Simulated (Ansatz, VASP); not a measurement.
**Two plane-wave programs on Ti**

Contents of INCAR:

```
SYSTEM = Ti
ALGO     = Fast           ! electronic algorithm
EDIFF    = 1E-6           ! SCF threshold, eV
ENCUT    = 520            ! plane-wave cutoff, eV
GGA      = PE             ! functional
ISIF     = 2              ! what is computed and relaxed
ISMEAR   = 0              ! smearing method
LASPH    = .TRUE.         ! aspherical terms in the spheres
LCHARG   = .TRUE.         ! write CHGCAR
LELF     = .TRUE.         ! ELF
LREAL    = .FALSE.        ! projectors in reciprocal space
LVHAR    = .TRUE.       
LWAVE    = .FALSE.        ! write WAVECAR
NBANDS   = 19             ! bands
NELM     = 100            ! most SCF steps
PREC     = Accurate       ! precision mode
SIGMA    = 0.1            ! smearing width, eV
```

KPOINTS

```
k-points
0
G
  6 6 4
  0 0 0
```

Contents of POSCAR:

```
Ti
1.0
    1.6470923000     -2.3365693100      0.0000000000
    1.6470923000      2.3365693100      0.0000000000
    0.0000000000      0.0000000000      4.5925278600
Ti
2
Direct
    0.2500000000      0.7500000000      0.2801629900
    0.7500000000      0.2500000000      0.7198370100
```

Input for Ansatz:

```yaml
crystal:
  lattice:
    - [1.6470923, -2.33656931, 0.0]
    - [1.6470923, 2.33656931, 0.0]
    - [0.0, 0.0, 4.59252786]
  atoms:
    - { symbol: Ti, position: [0.25, 0.75, 0.28016299] }
    - { symbol: Ti, position: [0.75, 0.25, 0.71983701] }
basis:
  ecutwfc: 420
kpoints:
  mp_grid: { grid: [6, 6, 4] }
hamiltonian:
  xc: pbe
scf:
  occupations: { method: gaussian, width: 0.1 }
  lower_state_search: "off"
output:
  forces: true
  stress: true
  eigenvalues: true
```

Alike in both runs: task single point; functional PBE; k mesh 6 × 6 × 4; occupations gaussian, width 0.1 eV; no spin polarisation.

|  | VASP | Ansatz |
| --- | --- | --- |
| version | VASP 6.6.1 | Ansatz 0.2.0 |
| potentials or method | VASP PAW PBE potentials, release 64 (Ti_sv), cutoff 520 eV | scalar-relativistic, plane waves, PAW |
| valence electrons in the cell | 24 | 24 |

|  | VASP | Ansatz | Ansatz less VASP |
| --- | --- | --- | --- |
| gap on the k mesh at the Fermi level (eV) | none | none | - |
| pressure (GPa) | -0.7 | -0.2 | +0.42 |
| traceless stress, the component that is largest in VASP (GPa) | -4.40 | -4.38 | +0.022 |
| rms of the force components (eV/Å) | 0.357 | 0.358 | +0.0005 |

Atom by atom the forces differ by 0.001 eV/Å (rms over components). A gap of «none» marks a metal or a gap that the smearing closes. The functional is the same, so the differences come from potentials, cutoffs and numerics.

The k mesh is coarse, so the values compare programs but aren't converged.
